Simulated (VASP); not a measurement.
# BP (F-43m) in VASP: notebook, part 2 of 2

VASP 6.6.1. The steps go on from the part before.

### 3 Relaxation of cell and atoms, PBEsol

This run uses another cell than the first one, of 11.70 Å³/atom, 1.006 times its volume.

Input file INCAR:

```
PREC = Accurate
ENCUT = 500
EDIFF = 1E-7
ISMEAR = 0
SIGMA = 0.01
LREAL = F
LASPH = T
NELM = 120
ALGO = Normal
ISIF = 3
LWAVE = F
LCHARG = F
GGA = PS
IBRION = 2
NSW = 80
EDIFFG = -0.002
GGA_COMPAT = F
NELMIN = 4
```

Input file KPOINTS:

```
regular mesh
0
Gamma
  4 4 4
```

Input file POSCAR:

```
BP
1.0
    0.0000000000      2.2700000000      2.2700000000
    2.2700000000      0.0000000000      2.2700000000
    2.2700000000      2.2700000000      0.0000000000
B P
1 1
Direct
    0.0000000000      0.0000000000      0.0000000000
    0.2500000000      0.2500000000      0.2500000000
```

Potentials or basis: VASP PAW PBE potentials, release 64 (B, P).

On the command line:

```
$ cat potpaw_PBE.64/B/POTCAR potpaw_PBE.64/P/POTCAR > POTCAR
$ mpirun -np 1 vasp_std > vasp.out
```

OUTCAR:

```text
PREC = Accurate
   ENCUT = 500
   EDIFF = 1E-7
   ISMEAR = 0
   LREAL = F
   LASPH = T
   NELM = 120
   ISIF = 3
   GGA = PS
   IBRION = 2
   NSW = 80
   EDIFFG = -0.002
   NELMIN = 4

 ion  position               nearest neighbor table
   1  0.000  0.000  0.000-   2 1.97   2 1.97   2 1.97   2 1.97
   2  0.250  0.250  0.250-   1 1.97   1 1.97   1 1.97   1 1.97

  LATTYP: Found a face centered cubic cell.
 ALAT       =     4.5400000000

  Lattice vectors:

 A1 = (   0.0000000000,   2.2700000000,   2.2700000000)
 A2 = (   2.2700000000,   0.0000000000,   2.2700000000)
 A3 = (   2.2700000000,   2.2700000000,   0.0000000000)

Analysis of symmetry for initial positions (statically):
=====================================================================
 Subroutine PRICEL returns:
 Original cell was already a primitive cell.

 Routine SETGRP: Setting up the symmetry group for a
 face centered cubic supercell.

 Subroutine GETGRP returns: Found 24 space group operations
 (whereof 24 operations were pure point group operations)
 out of a pool of 48 trial point group operations.

The static configuration has the point symmetry T_d .

Analysis of symmetry for dynamics (positions and initial velocities):
=====================================================================
 Subroutine PRICEL returns:
 Original cell was already a primitive cell.

 Routine SETGRP: Setting up the symmetry group for a
 face centered cubic supercell.

 Subroutine GETGRP returns: Found 24 space group operations
 (whereof 24 operations were pure point group operations)
 out of a pool of 48 trial point group operations.

The dynamic configuration has the point symmetry T_d .

 Subroutine INISYM returns: Found 24 space group operations
 (whereof 24 operations are pure point group operations),
 and found     1 'primitive' translations

----------------------------------------------------------------------------------------

                                     Primitive cell

  volume of cell :      23.3942

  direct lattice vectors                    reciprocal lattice vectors
     0.000000000  2.270000000  2.270000000    -0.220264317  0.220264317  0.220264317
     2.270000000  0.000000000  2.270000000     0.220264317 -0.220264317  0.220264317
     2.270000000  2.270000000  0.000000000     0.220264317  0.220264317 -0.220264317

  length of vectors
     3.210264787  3.210264787  3.210264787     0.381508988  0.381508988  0.381508988

  position of ions in fractional coordinates (direct lattice)
     0.000000000  0.000000000  0.000000000
     0.250000000  0.250000000  0.250000000

  ion indices of the primitive-cell ions
   primitive index   ion index
                 1           1
                 2           2

----------------------------------------------------------------------------------------

 KPOINTS: regular mesh

Automatic generation of k-mesh.
 Grid dimensions read from file:
 generate k-points for:    4    4    4

 Generating k-lattice:

  Cartesian coordinates                     Fractional coordinates (reciprocal lattice)
    -0.055066079  0.055066079  0.055066079     0.250000000  0.000000000  0.000000000
     0.055066079 -0.055066079  0.055066079     0.000000000  0.250000000  0.000000000
     0.055066079  0.055066079 -0.055066079     0.000000000  0.000000000  0.250000000

  Length of vectors
     0.095377247  0.095377247  0.095377247

  Shift w.r.t. Gamma in fractional coordinates (k-lattice)
     0.000000000  0.000000000  0.000000000

 Subroutine IBZKPT returns following result:
 ===========================================

 Found      8 irreducible k-points:

 Following reciprocal coordinates:
            Coordinates               Weight
  0.000000  0.000000  0.000000      1.000000
  0.250000  0.000000  0.000000      8.000000
  0.500000  0.000000  0.000000      4.000000
  0.250000  0.250000  0.000000      6.000000
  0.500000  0.250000  0.000000     24.000000
 -0.250000  0.250000  0.000000     12.000000
  0.500000  0.500000  0.000000      3.000000
 -0.250000  0.500000  0.250000      6.000000
   k-points           NKPTS =      8   k-points in BZ     NKDIM =      8   number of bands    NBANDS=      8
   number of dos      NEDOS =    301   number of ions     NIONS =      2
   total plane-waves  NPLWV =  13824
   dimension x,y,z NGX =    24 NGY =   24 NGZ =   24
   dimension x,y,z NGXF=    48 NGYF=   48 NGZF=   48
   ions per type =               1   1
   NGX,Y,Z   is equivalent  to a cutoff of  12.43, 12.43, 12.43 a.u.
   NGXF,Y,Z  is equivalent  to a cutoff of  24.86, 24.86, 24.86 a.u.
 SYSTEM =  unknown system
   PREC   = accura    normal or accurate (medium, high low for compatibility)
   ISTART =      0    job   : 0-new  1-cont  2-samecut
   ICHARG =      2    charge: 1-file 2-atom 10-const
   ISPIN  =      1    spin polarized calculation?
   LNONCOLLINEAR =      F non collinear calculations
   LSORBIT =      F    spin-orbit coupling
   LASPH  =      T    aspherical Exc in radial PAW
   ENCUT  =  500.0 eV  36.75 Ry    6.06 a.u.   5.85  5.85  5.85*2*pi/ulx,y,z
   NELM   =    120;   NELMIN=  4; NELMDL= -5     # of ELM steps
   EDIFF  = 0.1E-06   stopping-criterion for ELM
   LREAL  =      F    real-space projection
   EDIFFG = -.2E-02   stopping-criterion for IOM
   NSW    =     80    number of steps for IOM
   IBRION =      2    ionic relax: 0-MD 1-quasi-New 2-CG
   NFREE  =      1    steps in history (QN), initial steepest desc. (CG)
   ISIF   =      3    stress and relaxation
   ISYM   =      2    0-nonsym 1-usesym 2-fastsym
   POTIM  = 0.5000    time-step for ionic-motion
   TEBEG  =    0.0;   TEEND  =   0.0 temperature during run
   PSTRESS=    0.0 pullay stress
   NELECT =       8.0000    total number of electrons
   NUPDOWN=      -1.0000    fix difference up-down
   EMIN   =  10.00;   EMAX   =-10.00  energy-range for DOS
   EFERMI =   0.00;   METHOD = LEGACY
   ISMEAR =     0;   SIGMA  =   0.01  broadening in eV -4-tet -1-fermi 0-gaus
   EFERMI_NEDOS =   21; number of points for ismear=-14 and -15
   IALGO  =     38    algorithm
   IMIX   =      4    mixing-type and parameters
     AMIX     =   0.40;   BMIX     =  1.00
     AMIX_MAG =   1.60;   BMIX_MAG =  1.00
  volume/ion in A,a.u.               =      11.70        78.94
  Fermi-wavevector in a.u.,A,eV,Ry     =   1.144816  2.163388 17.831841  1.310603
  Thomas-Fermi vector in A             =   2.281507
   LORBIT       =      0    0 simple, 1 ext, 2 COOP (PROOUT), +10 PAW based schemes
   GGA     = PS    functional components
   LHFCALC =     F    Hartree Fock is set to
   AEXX    =    0.0000 exact exchange contribution
   IVDW    =     0    specifies the selected vdW correction
   LEPSILON=     F    determine dielectric tensor
   LRPA    =     F    only Hartree local field effects (RPA)
 conjugate gradient relaxation of ions
 non-spin polarized calculation
 Gauss-broadening in eV      SIGMA  =   0.01
  energy-cutoff  :      500.00
  volume of cell :       23.39
 maximum number of plane-waves:       609
   NGX = 11   NGY = 11   NGZ = 11

--------------------------------------- Ionic step        1  -------------------------------------------

 number of electron       8.0000000 magnetization

 Free energy of the ion-electron system (eV)
  ---------------------------------------------------
  ext. energy  EPLUGINS =         0.00000000
  ---------------------------------------------------
  free energy    TOTEN  =       -13.49363892 eV

  energy without entropy =      -13.49363892  energy(sigma->0) =      -13.49363892

------------------------ aborting loop because EDIFF is reached ----------------------------------------

  FORCE on cell =-STRESS in cart. coord.  units (eV):
  Direction    XX          YY          ZZ          XY          YZ          ZX
  --------------------------------------------------------------------------------------
  -------------------------------------------------------------------------------------
  Total       -0.1400226     -0.1400226     -0.1400226      0.0000000      0.0000000      0.0000000
  in kB       -9.5896130     -9.5896130     -9.5896130      0.0000000      0.0000000      0.0000000
  external PRESSURE =      -9.5896130 kB  Pullay stress =       0.0000000 kB
[... 57 lines left out ...]
  energy  without entropy=      -13.4938163544  energy(sigma->0) =      -13.49381635

--------------------------------------- Ionic step        3  -------------------------------------------

 number of electron       8.0000000 magnetization

 Free energy of the ion-electron system (eV)
  ---------------------------------------------------
  ext. energy  EPLUGINS =         0.00000000
  ---------------------------------------------------
  free energy    TOTEN  =       -13.49404700 eV

  energy without entropy =      -13.49404700  energy(sigma->0) =      -13.49404700

 E-fermi :   7.6296     XC(G=0): -11.0489

 val. band max:        7.5010589743   @ k =   0.0000   0.0000   0.0000
 cond. band min:       8.6915103897   @ k =   0.5000   0.5000   0.0000
 fundamental gap:      1.1904514153
 Fermi energy:         7.6295788249

 k-point     1 :       0.0000    0.0000    0.0000
  band No.  band energies     occupation
      1      -8.0535      2.00000
      2       7.5011      2.00000
      3       7.5011      2.00000
      4       7.5011      2.00000
      5      10.8444      0.00000
      6      10.8444      0.00000
      7      10.8444      0.00000
      8      14.9100      0.00000
[... 104 lines left out ...]
  FREE ENERGIE OF THE ION-ELECTRON SYSTEM (eV)
  ---------------------------------------------------
  free  energy   TOTEN  =       -13.4940470001 eV

  energy  without entropy=      -13.4940470001  energy(sigma->0) =      -13.49404700

 reached required accuracy - stopping structural energy minimisation
```

CONTCAR:

```text
BP
   1.00000000000000
    -0.0000000000000000    2.2656091177291957    2.2656091177291957
     2.2656091177291957    0.0000000000000000    2.2656091177291957
     2.2656091177291957    2.2656091177291957    0.0000000000000000
  B               P
     1     1
Direct
     0.0000000000000000    0.0000000000000000    0.0000000000000000
     0.2500000000000000    0.2500000000000000    0.2500000000000000

  0.00000000E+00  0.00000000E+00  0.00000000E+00
  0.00000000E+00  0.00000000E+00  0.00000000E+00
```

Wall time 10 s (1 thread of Intel Xeon 8259CL, shared host); peak memory 0.13 GiB.

What came out:

```
Free energy                            : -13.4940 eV
Relaxed volume                         : 11.63 Å³/atom
Relaxed cell                           : a = 3.204 Å, b = 3.204 Å, c = 3.204 Å, α = 60.00°, β = 60.00°, γ = 60.00°
Space group after relaxing (to 0.05 Å) : F-43m (No. 216)
Energy gained by relaxing              : 0.2 meV/atom
Ionic steps                            : 3
Pressure after relaxing                : 0.0 GPa
Band gap on the k mesh                 : 1.19 eV, indirect (least direct gap 3.34 eV)
```

The path:
| step | energy change (eV) | largest force (eV/Å) | pressure (GPa) | volume (Å³) |
| --- | --- | --- | --- | --- |
| 1 | 0.0000 | 0.0000 | -0.96 | 23.39 |
| 2 | -0.0002 | 0.0000 | 0.74 | 23.16 |
| 3 | -0.0004 | 0.0000 | 0.01 | 23.26 |

Final structure:
```cif
data_structure
_symmetry_space_group_name_H-M 'P 1'
_symmetry_Int_Tables_number 1
_cell_length_a 3.2041
_cell_length_b 3.2041
_cell_length_c 3.2041
_cell_angle_alpha 60.000
_cell_angle_beta 60.000
_cell_angle_gamma 60.000
_cell_volume 23.26
loop_
_atom_site_label
_atom_site_type_symbol
_atom_site_fract_x
_atom_site_fract_y
_atom_site_fract_z
_atom_site_occupancy
B1 B 0.00000 0.00000 0.00000 1
P1 P 0.25000 0.25000 0.25000 1
```

Levels at points of the mesh, in eV from the valence-band top:
| k point | band 2 | band 3 | band 4 | band 5 | band 6 | band 7 |
| --- | --- | --- | --- | --- | --- | --- |
| (0.00, 0.00, 0.00) | 0.00 | 0.00 | 0.00 | 3.34 | 3.34 | 3.34 |
| (0.50, 0.00, 0.00) | -9.15 | -1.78 | -1.78 | 3.75 | 4.63 | 4.63 |
| (0.50, 0.50, 0.00) | -8.63 | -4.17 | -4.17 | 1.19 | 1.49 | 12.13 |

Caveat: the k points lie up to 0.60 Å⁻¹ apart in the final cell; the PAW data sets were made with another functional, which shifts forces and pressure a little.
